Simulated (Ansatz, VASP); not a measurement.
**One calculation of HfN, two programs**

The input INCAR:

```
PREC = Accurate
ENCUT = 600
EDIFF = 1E-7
ISMEAR = 0
SIGMA = 0.1
LREAL = F
LASPH = T
NELM = 100
ALGO = Normal
ISIF = 3
LWAVE = F
LCHARG = F
GGA = PE
IBRION = 2
NSW = 100
EDIFFG = -0.002
```

The input KPOINTS:

```
regular mesh
0
Gamma
  16 16 16
```

POSCAR

```
HfN
1.0
    0.0000000000      2.2558601200      2.2558601200
    2.2558601200      0.0000000000      2.2558601200
    2.2558601200      2.2558601200      0.0000000000
Hf N
1 1
Direct
    0.0000000000      0.0000000000      0.0000000000
    0.5000000000      0.5000000000      0.5000000000
```

Input for Ansatz:

```yaml
crystal:
  lattice:
    - [0.0, 2.25586012, 2.25586012]
    - [2.25586012, 0.0, 2.25586012]
    - [2.25586012, 2.25586012, 0.0]
  atoms:
    - { symbol: Hf, position: [0.0, 0.0, 0.0] }
    - { symbol: "N", position: [0.5, 0.5, 0.5] }
basis:
  ecutwfc: 420
kpoints:
  mp_grid: { grid: [16, 16, 16] }
hamiltonian:
  xc: pbe
  pseudopotentials: { kind: paw, azcp: { folder: soft_1 } }
scf:
  occupations: { method: gaussian, width: 0.1 }
output:
  forces: true
  stress: true
  eigenvalues: true
relax:
  adjacent_minimum: "off"
  f_tol: 0.002
  max_steps: 80
  cell: { stress_tol: 0.02 }
```

Alike in both runs: task relaxation of cell and atoms; functional PBE; k mesh 16 × 16 × 16; occupations gaussian, width 0.1 eV; no spin polarisation.

|  | VASP | Ansatz |
| --- | --- | --- |
| version | VASP 6.6.1 | Ansatz 0.2.0 |
| potentials or method | VASP PAW PBE potentials, release 64 (Hf_pv, N), cutoff 600 eV | scalar-relativistic, plane waves, PAW |
| valence electrons in the cell | 15 | 31 |

```tsv
	VASP	Ansatz	Ansatz less VASP
gap on the k mesh at the Fermi level, each at its own relaxed structure (eV)	none	none	-
relaxed volume (Å³/atom)	11.65	11.76	+0.107
relaxed length of the cell vector where the two differ most in proportion (Å)	3.206	3.216	+0.0098
```

A gap of «none» marks a metal or a gap that the smearing closes. VASP's potentials hold 15 valence electrons a cell and Ansatz's 31, so a difference there can come from the potentials and not from the codes.

Neither program's run includes spin-orbit coupling.
